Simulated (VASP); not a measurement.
The system is Pt.

```
Pt
1.0
     0.00000    1.96090    1.96090
     1.96090    0.00000    1.96090
     1.96090    1.96090    0.00000
Pt
1
Direct
  0.00000 0.00000 0.00000
```

- Program: VASP 6.6.1
- Task: relaxation of cell and atoms
- Functional: PBE
- Potentials or basis: VASP PAW PBE potentials, release 64 (Pt)
- Cutoff: 500 eV
- k mesh: 8 × 8 × 8
- Occupations: gaussian, width 0.1 eV
- Spin: no spin polarisation

At the start: pressure 8.9 GPa; volume 15.08 Å³/atom.

Problem. Where does the relaxation end?

Solution. Over 3 steps the energy falls by 13.1 meV/atom and the volume is 15.59 Å³/atom (+3.4 %); space group Fm-3m (No. 225, to 0.05 Å).

The path:
```csv
step,energy change (eV),largest force (eV/Å),pressure (GPa),volume (Å³)
1,0.0000,0.0000,8.87,15.08
2,0.0681,0.0000,-16.63,16.98
3,-0.0131,0.0000,-0.22,15.59
```

Final structure:
```
Pt
1.0
     0.00000    1.98265    1.98265
     1.98265    0.00000    1.98265
     1.98265    1.98265    0.00000
Pt
1
Direct
  0.00000 0.00000 0.00000
```
